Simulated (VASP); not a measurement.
A run of VASP 6.6.1 is set up as follows.

INCAR

```
SYSTEM = Hf2S
  PREC = Accurate
  ENCUT = 600
  EDIFF = 1E-7
  ISMEAR = 0
  SIGMA = 0.1
  LREAL = .False.
  LASPH = .True.
  NELM = 80
  ALGO = Fast
  ISIF = 3
  LWAVE = .False.
  LCHARG = .False.
  GGA = PS
  IVDW = 13
  IBRION = 2
  NSW = 80
  EDIFFG = -0.01
```

File KPOINTS:

```
regular mesh
0
Gamma
  12 12 4
  0 0 0
```

File POSCAR:

```
Hf2S
1.0
    3.3742737662      0.0000000000      0.0000000000
   -1.6871368831      2.9222068008      0.0000000000
    0.0000000000      0.0000000000     11.7174070300
Hf S
4 2
Direct
    0.6666666667      0.3333333333      0.8998116400
    0.3333333333      0.6666666667      0.3998116400
    0.6666666667      0.3333333333      0.6001883600
    0.3333333333      0.6666666667      0.1001883600
    0.0000000000      0.0000000000      0.7500000000
    0.0000000000      0.0000000000      0.2500000000
```

Potentials or basis: VASP PAW PBE potentials, release 64 (Hf_pv, S).

Command:

```console
$ cat potpaw_PBE.64/Hf_pv/POTCAR potpaw_PBE.64/S/POTCAR > POTCAR
$ mpirun -np 1 vasp_std > vasp.out
```

Question: Estimate the space group after relaxing (to 0.1 Å).

Answer: P6_3/mmc (No. 194).

Question: Predict the relaxed cell.

Answer: a = 3.330 Å, b = 3.330 Å, c = 11.635 Å, α = 90.00°, β = 90.00°, γ = 120.00°.

Final structure:
```
CELL_PARAMETERS angstrom
3.33012 0.00000 0.00000
-1.66506 2.88396 0.00000
0.00000 0.00000 11.63489
ATOMIC_POSITIONS crystal
Hf 0.66667 0.33333 0.89870
Hf 0.33333 0.66667 0.39870
Hf 0.66667 0.33333 0.60130
Hf 0.33333 0.66667 0.10130
S 0.00000 0.00000 0.75000
S 0.00000 0.00000 0.25000
```
